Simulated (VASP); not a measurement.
Mg4Be5Zn3S12: single point with PBE

Crystal: Mg4Be5Zn3S12.

```
Be Mg S Zn
1.0
     5.53840    3.19400   -0.03741
    -0.07098    6.44096    6.09702
     5.58364   -3.34234    6.16159
Be Mg S Zn
5 4 12 3
Cartesian
  1.8050 5.4134 5.9919
  3.6708 8.5504 6.0798
  5.4984 0.9554 9.3838
  3.5834 4.3581 3.0931
  7.4707 4.0775 9.2943
  5.6343 -1.2670 6.2156
  3.6345 2.1207 6.1533
  7.3759 2.0081 6.2599
  3.6786 4.1617 9.1552
  5.3316 5.4674 2.4603
  9.2457 4.9838 8.5447
  1.8983 -1.0277 2.0332
  7.3107 1.9896 8.6996
  5.7702 5.1941 8.4371
  3.6846 2.3211 2.1696
  7.2667 4.1853 5.2375
  5.4955 7.6505 5.3419
  9.2336 0.7185 5.4279
  3.5089 4.3784 5.2504
  7.5770 4.0776 11.4577
  5.4945 0.9320 5.2384
  5.4795 5.3998 6.0752
  1.8033 1.1337 2.9598
  5.5746 1.0581 2.9151
```

* Program: VASP 6.6.1
* Task: single point
* Functional: PBE
* Potentials or basis: VASP PAW PBE potentials, release 64 (Be, Mg, S, Zn)
* Cutoff: 520 eV
* k mesh: 4 × 3 × 3
* Occupations: gaussian, width 0.02 eV
* Spin: no spin polarisation

```yaml
Pressure: 0.0 GPa
Largest_force: 0.030 eV/Å
Band_gap_on_the_k_mesh: 3.38 eV
```

Forces in eV/Å, atoms in the order of the input:
```
Be  -0.010 -0.006  0.000
Be  -0.010 -0.011  0.001
Be   0.014  0.009 -0.001
Be   0.009 -0.001 -0.004
Be   0.003  0.001 -0.004
Mg  -0.003  0.001 -0.006
Mg   0.000 -0.003 -0.004
Mg  -0.005 -0.003 -0.004
Mg   0.005  0.005  0.000
S   -0.016 -0.003 -0.010
S   -0.008  0.010 -0.007
S    0.019 -0.008 -0.003
S   -0.010 -0.004 -0.004
S   -0.011 -0.014  0.012
S    0.001  0.008 -0.003
S    0.013 -0.007  0.015
S    0.014  0.008 -0.004
S    0.004  0.018 -0.004
S    0.000 -0.016 -0.004
S   -0.009  0.025  0.004
S    0.004 -0.005  0.030
Zn  -0.006 -0.002  0.005
Zn   0.006 -0.001 -0.002
Zn  -0.006 -0.001 -0.005
```

Levels at points of the mesh, in eV from the valence-band top:
```
           k point  band 60  band 61  band 62  band 63  band 64  band 65  band 66  band 67
(0.00, 0.00, 0.00)    -0.68    -0.13    -0.06     0.00     3.38     3.67     3.93     4.26
(0.50, 0.00, 0.00)    -0.66    -0.52    -0.51    -0.47     3.83     3.98     4.05     4.24
```

Run time: 13 min on 1 thread of Intel(R) Xeon(R) 6975P-C (Granite Rapids), on a shared host, peak memory 0.77 GiB.

A k mesh can miss the band edges.
